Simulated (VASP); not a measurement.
A run of VASP 6.6.1 is set up as follows.

INCAR

```
PREC     = Accurate       # precision mode
ENCUT    = 520            # plane-wave cutoff, eV
EDIFF    = 1E-6           # SCF threshold, eV
ISMEAR   = -1             # smearing method
SIGMA    = 0.06122561905347299 # smearing width, eV
LREAL    = False          # projectors in reciprocal space
LASPH    = True           # aspherical terms in the spheres
NELM     = 80             # most SCF steps
ALGO     = Normal         # electronic algorithm
ISIF     = 2              # what is computed and relaxed
LWAVE    = False          # write WAVECAR
LCHARG   = False          # write CHGCAR
GGA      = PE             # functional
NBANDS   = 22             # bands
```

File KPOINTS:

```
Automatic mesh
0
Gamma
  26 26 26
```

Contents of POSCAR:

```
HfO3
1.0
    4.1095814485      0.0000000000      0.0000000000
    0.0000000000      4.1095814485      0.0000000000
    0.0000000000      0.0000000000      4.1095814485
Hf O
1 3
Direct
    0.0000000000      0.0000000000      0.0000000000
    0.5000000000      0.0000000000      0.0000000000
    0.0000000000      0.5000000000      0.0000000000
    0.0000000000      0.0000000000      0.5000000000
```

Potentials or basis: VASP PAW PBE potentials, release 64 (Hf_pv, O).

The run is started by

```bash
$ cat potpaw_PBE.64/Hf_pv/POTCAR potpaw_PBE.64/O/POTCAR > POTCAR
$ mpirun -np 1 vasp_std > vasp.out
```

Task: What does it give for the pressure?

Result: 1.1 GPa.

Task: What does it give for the band gap on the k mesh?

Result: Zero (bands 14 and 15 overlap by 0.70 eV).

Caveat: spin-orbit coupling is left out, which moves the levels of the heavy elements.
